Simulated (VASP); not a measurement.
A run of VASP 6.6.1:

Contents of POSCAR:

```
Ge
1.0
    0.0000000000      2.8360149687      2.8360149687
    2.8360149687      0.0000000000      2.8360149687
    2.8360149687      2.8360149687      0.0000000000
Ge
2
Direct
    0.5000000000      0.5000000000      0.5000000000
    0.7500000000      0.7500000000      0.7500000000
```

The input INCAR.step1:

```
PREC = Accurate
ENCUT = 520
ISMEAR = 1
SIGMA = 1.0
LREAL = False
LASPH = True
NELM = 80
NBANDS = 21
GGA = PE
ALGO = Normal
EDIFF = 1E-4
LWAVE = True
LCHARG = False
```

INCAR.step2

```
PREC = Accurate
ENCUT = 520
EDIFF = 1E-6
ISMEAR = 1
SIGMA = 1.0
LREAL = False
LASPH = True
NELM = 80
ALGO = Normal
ISIF = 2
LWAVE = False
LCHARG = False
METAGGA = R2SCAN
LMIXTAU = True
NBANDS = 21
ISTART = 1
```

Contents of KPOINTS:

```
Automatic mesh
0
Gamma
  10 10 10
```

Potentials or basis: VASP PAW PBE potentials, release 64 (Ge_d).

Launch:

```sh
$ cat potpaw_PBE.64/Ge_d/POTCAR > POTCAR
$ cp INCAR.step1 INCAR
$ mpirun -np 1 vasp_std > vasp.out
$ cp INCAR.step2 INCAR
$ mpirun -np 1 vasp_std > vasp.out
```

Hardware: 1 thread of Intel Xeon 8259CL (shared host).

Estimate the wall time of this run.

Run time: 4.4 min on 1 thread of Intel Xeon 8259CL, on a shared host, peak memory 0.18 GiB. Counts: k points 47.
